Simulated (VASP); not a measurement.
Crystal: GaSi.

```
Ga Si
1.0
     3.35887    0.00000    0.00000
     0.00000    3.35887    0.00000
     0.00000    0.00000    3.65526
Ga Si
1 1
Direct
  0.50000 0.50000 0.50000
  0.50000 0.50000 0.00000
```

The cell was generated, and may not be a known phase.

| Item | Value |
| --- | --- |
| Program | VASP 6.6.1 |
| Task | relaxation of cell and atoms |
| Functional | PBE |
| Potentials or basis | VASP PAW PBE potentials, release 64 (Ga_d, Si) |
| Cutoff | 600 eV |
| k mesh | 6 × 6 × 6 |
| Occupations | gaussian, width 0.1 eV |
| Spin | no spin polarisation |

At the start: pressure 55.5 GPa; volume 20.62 Å³/atom.

Q: Where does the relaxation end?

A: Over 17 steps the energy falls by 2824.8 meV/atom and the volume is 17.81 Å³/atom (-13.6 %); space group P4/mmm (No. 123, to 0.1 Å) before and after.

Step by step:
| step | energy change (eV) | largest force (eV/Å) | pressure (GPa) | volume (Å³) |
| --- | --- | --- | --- | --- |
| 1 | 0.0000 | 0.0000 | 55.45 | 41.24 |
| 2 | -2.0146 | 0.0000 | -15.42 | 82.85 |
| 3 | -4.3708 | 0.0000 | -8.06 | 59.24 |
| 4 | -4.4226 | 0.0000 | -7.71 | 58.10 |
| 5 | -4.4603 | 0.0000 | -5.51 | 54.76 |
| 6 | -4.4719 | 0.0000 | -6.44 | 55.94 |
| 7 | -4.4717 | 0.0000 | -6.19 | 55.65 |
| 8 | -4.8938 | 0.0000 | -7.00 | 48.69 |
| 9 | -5.3288 | 0.0000 | 18.07 | 30.29 |
| 10 | -5.3206 | 0.0000 | -5.93 | 41.57 |
| 11 | -5.6281 | 0.0000 | -0.46 | 35.73 |
| 12 | -5.6283 | 0.0000 | 3.89 | 33.85 |
| 13 | -5.6393 | 0.0000 | 1.65 | 34.77 |
| 14 | -5.6449 | 0.0000 | 0.06 | 35.55 |
| 15 | -5.6485 | 0.0000 | 0.76 | 35.25 |
| 16 | -5.6493 | 0.0000 | -0.32 | 35.77 |
| 17 | -5.6495 | 0.0000 | -0.04 | 35.62 |

Final structure:
```
Ga Si
1.0
     2.61316    0.00000    0.00000
     0.00000    2.61316    0.00000
     0.00000    0.00000    5.21599
Ga Si
1 1
Direct
  0.50000 0.50000 0.50000
  0.50000 0.50000 0.00000
```

Caveat: a cell axis changed by over 15 % at a fixed basis, so the end point is rough.
